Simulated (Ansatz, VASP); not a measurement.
One calculation of W, two programs

INCAR

```
SYSTEM = W
ALGO = Normal
EDIFF = 1E-8
ENCUT = 520
GGA = PS
ISIF = 2
ISMEAR = -1
LASPH = .TRUE.
LCHARG = .FALSE.
LEFG = .TRUE.
LREAL = .FALSE.
LWAVE = .FALSE.
NBANDS = 13
NELM = 80
PREC = Accurate
SIGMA = 0.05
```

File KPOINTS:

```
k-points
0
G
  14 14 14
  0 0 0
```

The input POSCAR:

```
W
1.0
   -0.0406000000      2.0097000000      2.0097000000
    2.0097000000     -0.0406000000      2.0097000000
    2.0097000000      2.0097000000     -0.0406000000
W
1
Direct
    0.0000000000      0.0000000000      0.0000000000
```

Input for Ansatz:

```yaml
crystal:
  lattice:
    - [-0.0406, 2.0097, 2.0097]
    - [2.0097, -0.0406, 2.0097]
    - [2.0097, 2.0097, -0.0406]
  atoms:
    - { symbol: W, position: [0.0, 0.0, 0.0] }
kpoints:
  mp_grid: { grid: [14, 14, 14] }
scf:
  occupations: { method: fermi_dirac, width: 0.05 }
hamiltonian:
  xc: pbesol
  pseudopotentials: { kind: all_electron, datasets: crystal }
output:
  forces: true
  stress: true
  eigenvalues: true
  efg: { contact_densities: true }
```

Change from the starting cell: equal xy, yz and zx shear strains of -2 %, crystal datasets.

Alike in both runs: task electric field gradients; functional PBEsol; k mesh 14 × 14 × 14; occupations fermi-dirac, width 0.05 eV; no spin polarisation.

|  | VASP | Ansatz |
| --- | --- | --- |
| version | VASP 6.6.1 | Ansatz 0.2.0 |
| potentials or method | VASP PAW PBE potentials, release 64 (W_sv), cutoff 520 eV | all-electron PAW with datasets made for the crystal, scalar-relativistic |

VASP gave:

| Property | Result |
| --- | --- |
| pressure (GPa) | -11.9 |
| traceless stress, the component that is largest in VASP (GPa) | -2.82 |
| size of Vzz on the site where it differs most (V/Å²) | 15.6 |

**Question.** Which values does Ansatz return?

**Answer.** Pressure (GPa): -12.2; traceless stress, the component that is largest in VASP (GPa): -2.80; size of Vzz on the site where it differs most (V/Å²): 20.4.

VASP's potentials were made for PBE, not for PBEsol. Ansatz ran all-electron here, and VASP with PAW potentials.

Neither program's run includes spin-orbit coupling.
